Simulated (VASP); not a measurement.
Write the native input for VASP 6.6.1 that does the following.

```yaml
Task: density of states
Functional: PBE
Potentials_or_basis: VASP PAW PBE potentials, release 64 (Te, Au)
Cutoff: 520 eV
k_mesh: 16 × 16 × 16
Occupations: gaussian, width 0.1 eV
Spin: no spin polarisation
Dipole_correction: no
k_mesh_for_the_DOS: 24 × 24 × 24
Occupations_for_the_DOS: tetrahedron
Further_INCAR_settings: ALGO = Normal; EDIFF = 1e-07; NBANDS = 16
```

Crystal: TeAu.

```
Te Au
1.0
     0.00000    3.13637    3.13637
     3.13637    0.00000    3.13637
     3.13637    3.13637    0.00000
Te Au
1 1
Direct
  0.00000 0.00000 0.00000
  0.75000 0.75000 0.75000
```

One way to write it, as run:

POSCAR

```
TeAu
1.0
    0.0000000000      3.1363719541      3.1363719541
    3.1363719541      0.0000000000      3.1363719541
    3.1363719541      3.1363719541      0.0000000000
Te Au
1 1
Direct
    0.0000000000      0.0000000000      0.0000000000
    0.7500000000      0.7500000000      0.7500000000
```

INCAR.step1

```
  PREC = Accurate
  ENCUT = 520
  EDIFF = 1E-7
  ISMEAR = 0
  SIGMA = 0.1
  LREAL = F
  LASPH = T
  NELM = 60
  ALGO = Normal
  ISIF = 2
  LWAVE = F
  LCHARG = T
  LMAXMIX = 4
  GGA = PE
  NBANDS = 16
```

KPOINTS.step1

```
Automatic mesh
0
Gamma
  16 16 16
```

INCAR.step2

```
  PREC = Accurate
  ENCUT = 520
  EDIFF = 1E-7
  ISMEAR = -5
  SIGMA = 0.1
  LREAL = F
  LASPH = T
  NELM = 60
  ALGO = Normal
  ISIF = 2
  LWAVE = F
  LCHARG = F
  LMAXMIX = 4
  GGA = PE
  LORBIT = 11
  NBANDS = 16
  NEDOS = 2001
  ICHARG = 11
```

KPOINTS.step2

```
Automatic mesh
0
Gamma
  24 24 24
```

Potentials or basis: VASP PAW PBE potentials, release 64 (Te, Au).

Run with:

```console
$ cat potpaw_PBE.64/Te/POTCAR potpaw_PBE.64/Au/POTCAR > POTCAR
$ cp INCAR.step1 INCAR
$ cp KPOINTS.step1 KPOINTS
$ mpirun -np 1 vasp_std > vasp.out
$ cp INCAR.step2 INCAR
$ cp KPOINTS.step2 KPOINTS
$ mpirun -np 1 vasp_std > vasp.out
```

Results of the run:

* Valence electrons inside the program's atomic spheres: Te 3.30; Au 9.69

Caveat: spin-orbit coupling is left out, which moves the levels of the heavy elements.

It took 2.4 min on 1 thread of Intel(R) Xeon(R) 6975P-C (Granite Rapids), on a shared host, peak memory 0.54 GiB.
